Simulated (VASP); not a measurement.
Set up this calculation in VASP 6.6.1, as the native input.

- Task: single point
- Functional: PBEsol
- Potentials or basis: VASP PAW PBE potentials, release 64 (Ta_pv, Si)
- Cutoff: 520 eV
- k mesh: 12 × 12 × 6
- Occupations: gaussian, width 0.15 eV
- Spin: no spin polarisation
- Dipole correction: no
- Further INCAR settings: ALGO = Normal; EDIFF = 1e-07; NBANDS = 38

The structure of TaSi2 lies in POSCAR:

```
TaSi2
1.0
    4.7608595394      0.0000000000      0.0000000000
   -2.3804297697      4.1230253050      0.0000000000
    0.0000000000      0.0000000000      6.5557841079
Ta Si
3 6
Direct
    0.5000000000      0.0000000000      0.5000000000
    0.5000000000      0.5000000000      0.8333333333
    0.0000000000      0.5000000000      0.1666666667
    0.1713945599      0.3427891199      0.5000000000
    0.8407324576      0.1592675424      0.8333333333
    0.6814649151      0.8407324576      0.1666666667
    0.8407324576      0.6814649151      0.5000000000
    0.1592675424      0.8407324576      0.8333333333
    0.3185350849      0.1592675424      0.1666666667
```

This cell differs from its parent crystal: atom 4 (Si) moved +0.100 Å towards its neighbour atom 1 (Ta) at 2.810 Å.

One way to write it, as run:

INCAR

```
PREC = Accurate ; ENCUT = 520
EDIFF = 1E-7 ; ISMEAR = 0
SIGMA = 0.15 ; LREAL = False
LASPH = True ; NELM = 60
ALGO = Normal ; ISIF = 2
LWAVE = False ; LCHARG = False
GGA = PS ; NBANDS = 38
```

KPOINTS

```
regular mesh
0
Gamma
  12 12 6
```

Potentials or basis: VASP PAW PBE potentials, release 64 (Ta_pv, Si).

Run with:

```console
$ cat potpaw_PBE.64/Ta_pv/POTCAR potpaw_PBE.64/Si/POTCAR > POTCAR
$ mpirun -np 1 vasp_std > vasp.out
```

Results of the run:

- Pressure: 0.5 GPa
- Largest force: 0.818 eV/Å

Caveat: the cell differs from its parent crystal (atom 4 (Si) moved +0.100 Å towards its neighbour atom 1 (Ta) at 2.810 Å); the PAW data sets were made with another functional, which shifts forces and pressure a little.

Wall time 12 min on 1 thread of AMD EPYC 9R45 96-Core Processor (Zen 5) (shared host), peak memory 0.87 GiB.
